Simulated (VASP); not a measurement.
CoSi2: electric field gradients with PBE

The system is CoSi2.

```xyz
3
Lattice="0.0000 2.7178 2.7178 2.7178 0.0000 2.7178 2.7178 2.7178 0.0000" Properties=species:S:1:pos:R:3 pbc="T T T"
Co    0.0000    0.0000    0.0000
Si    1.3589    1.3589    1.3589
Si    4.0767    4.0767    4.0767
```

This cell differs from its parent crystal: volume scaled by 1.04.

```yaml
Program: VASP 6.6.1
Task: electric field gradients
Functional: PBE
Potentials_or_basis: VASP PAW PBE potentials, release 64 (Co, Si)
Cutoff: 520 eV
k_mesh: 11 × 11 × 11
Occupations: fermi-dirac, width 0.05 eV
Spin: collinear spin, ferromagnetic start
Starting_moments: "[2.0, 0.0, 0.0] μB"
Dipole_correction: no
Further_INCAR_settings: ALGO = Normal; EDIFF = 1e-08; NBANDS = 20
```

```
Pressure                                              : -7.0 GPa
Net moment                                            : 0.00 μB per cell
Valence electrons inside the program's atomic spheres : Co 8.74; Si 1.56
```

Levels at points of the mesh, in eV from the Fermi level:
Spin up:
```
           k point  band 7  band 8  band 9  band 10  band 11  band 12
(0.00, 0.00, 0.00)    0.34    3.24    3.24     3.24     3.44     3.44
```
Spin down:
| k point | band 7 | band 8 | band 9 | band 10 | band 11 | band 12 |
| --- | --- | --- | --- | --- | --- | --- |
| (0.00, 0.00, 0.00) | 0.34 | 3.24 | 3.24 | 3.24 | 3.44 | 3.44 |

It took 3.8 min on 1 thread of Intel Xeon 8259CL, with other jobs on the host, peak memory 0.23 GiB.

Caveat: the starting moments collapsed, and a magnetic state may lie lower; without QUAD_EFG the Cq values of the log hold for a quadrupole moment of 1 mb, not for the nuclei.
